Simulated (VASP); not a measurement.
CaO, 2 atoms in the cell. The structure is cubic, space group Fm-3m (No. 225). Conventional cell: a = 4.874 Å, b = 4.874 Å, c = 4.874 Å, α = 90.00°, β = 90.00°, γ = 90.00°. Within 3.2 Å of Ca (site symmetry m-3m) lie 6 O at 2.44 Å. O (site symmetry m-3m) has 6 Ca at 2.44 Å within 3.2 Å.  This cell differs from its parent crystal: volume changed by +5%.

| Quantity | Value |
| --- | --- |
| Program | VASP 6.6.1 |
| Task | single point |
| Functional | PBE |
| Potentials or basis | VASP PAW PBE potentials, release 64 (Ca_sv, O) |
| Cutoff | 520 eV |
| k mesh | 6 × 6 × 6 |
| Occupations | gaussian, width 0.01 eV |
| Spin | no spin polarisation |
| Dipole correction | no |
| Further INCAR settings | ALGO = Normal; EDIFF = 1e-06; NBANDS = 15 |

Potentials or basis: VASP PAW PBE potentials, release 64 (Ca_sv, O).

Run with:

```console
$ cat potpaw_PBE.64/Ca_sv/POTCAR potpaw_PBE.64/O/POTCAR > POTCAR
$ mpirun -np 1 vasp_std > vasp.out
```

Hardware: 1 thread of Intel(R) Xeon(R) 6975P-C (Granite Rapids) (shared host).

Problem. Estimate the wall time of this run.

Solution. It took 4.9 s on 1 thread of Intel(R) Xeon(R) 6975P-C (Granite Rapids), with other jobs on the host, peak memory 0.15 GiB. Counts: scf iterations 12, k points 16.
